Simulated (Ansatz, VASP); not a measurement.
One calculation of ZnO, two programs

```
Zn O
1.0
     3.18715    0.00000    0.00000
    -1.59357    2.76015    0.00000
     0.00000    0.00000    5.15241
Zn O
2 2
Cartesian
  0.0000 1.8401 2.5777
  1.5936 0.9200 0.0015
  1.5936 0.9200 1.9514
  0.0000 1.8401 4.5276
```

Alike in both runs: functional LDA; k mesh 12 × 12 × 6; occupations fermi-dirac, width 0.08 eV; no spin polarisation.

Ansatz relaxed the structure, and its values are those at the end. VASP's run is a single point on that final structure, the one shown.

```csv
,VASP,Ansatz
version,VASP 6.6.1,Ansatz 0.2.0
potentials or method,"VASP PAW LDA potentials, release 64 (Zn, O)","PAW with Ansatz's default frozen-core files, scalar-relativistic"
plane-wave cutoff (eV),520,420
valence electrons in the cell,36,36
```

```tsv
	VASP	Ansatz	Ansatz less VASP
pressure (GPa)	1.1	0.0	-1.14
```

LDA's correlation is that of Perdew and Zunger in VASP and of Perdew and Wang (1992) in Ansatz.
